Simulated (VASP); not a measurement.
GaCo:

```
Ga Co
1.0
     2.87800    0.00000    0.00000
     0.00000    2.87800    0.00000
     0.00000    0.00000    2.87800
Ga Co
1 1
Direct
  0.50000 0.50000 0.50000
  0.00000 0.00000 0.00000
```

Base run:

```yaml
Program: VASP 6.6.1
Functional: PBEsol
Potentials_or_basis: VASP PAW PBE potentials, release 64 (Ga_d, Co)
Cutoff: 520 eV
k_mesh: 10 × 10 × 10
Occupations: gaussian, width 0.05 eV
Spin: collinear spin, ferromagnetic start
Starting_moments: "[0.06, 1.81] μB"
Fixed_moment: 1.8 μB
```

Its results: pressure 5.5 GPa; site moments Ga +0.08; Co +1.66 μB.

Task: The run is repeated on the same cell with these changes: fixed moment from 1.8 μB to 0.6 μB; moments at the start from [0.06, 1.81] to [-0.01, 0.69]. What comes out?

Result: Pressure -5.3 GPa; site moments Ga -0.02; Co +0.62 μB.

Caveats: the PAW data sets were made with another functional, which shifts forces and pressure a little; the total moment is fixed, so each spin has its own Fermi level; the cell stands under pressure (at least some runs); the cell stands under tension (at least some runs).
